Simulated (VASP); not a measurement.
Set up this calculation in VASP 6.6.1, as the native input.

| Quantity | Value |
| --- | --- |
| Task | relaxation of cell and atoms |
| Functional | PBEsol |
| Potentials or basis | VASP PAW PBE potentials, release 64 (Be) |
| Cutoff | 600 eV |
| k mesh | 27 × 27 × 16 |
| Occupations | gaussian, width 0.1 eV |
| Spin | no spin polarisation |
| Dipole correction | no |
| Further INCAR settings | ALGO = Fast; EDIFF = 1e-07; IBRION = 2; EDIFFG = -0.01; NSW = 100; ISIF = 3 |

The structure of Be lies in POSCAR:

```
Be
1.0
    2.2560654381      0.0000000000      0.0000000000
   -1.1280327190      1.9538099820      0.0000000000
    0.0000000000      0.0000000000      3.5425921521
Be
2
Direct
    0.3333333333      0.6666666667      0.2500000000
    0.6666666667      0.3333333333      0.7500000000
```

The input as run:

INCAR

```
PREC = Accurate
ENCUT = 600
EDIFF = 1E-7
ISMEAR = 0
SIGMA = 0.1
LREAL = F
LASPH = T
NELM = 100
ALGO = Fast
ISIF = 3
LWAVE = F
LCHARG = F
GGA = PS
IBRION = 2
NSW = 100
EDIFFG = -0.01
```

KPOINTS

```
regular mesh
0
Gamma
  27 27 16
```

Potentials or basis: VASP PAW PBE potentials, release 64 (Be).

Run with:

```sh
$ cat potpaw_PBE.64/Be/POTCAR > POTCAR
$ mpirun -np 1 vasp_std > vasp.out
```

It gave:

```yaml
Relaxed_volume: 7.86 Å³/atom
Relaxed_cell: a = 2.259 Å, b = 2.259 Å, c = 3.555 Å, α = 90.00°, β = 90.00°, γ = 120.00°
Space_group_after_relaxing_to_0.1_Å: P6_3/mmc (No. 194)
Energy_gained_by_relaxing: 0.2 meV/atom
Ionic_steps: 2
Pressure_after_relaxing: 0.1 GPa
Band_gap_on_the_k_mesh: zero (bands 2 and 3 overlap by 2.14 eV)
```

Caveat: the PAW data sets were made with another functional, which shifts forces and pressure a little.

Wall time 44 s on 1 thread of Intel(R) Xeon(R) Platinum 8488C (Sapphire Rapids), with other jobs on the host, peak memory 0.19 GiB.
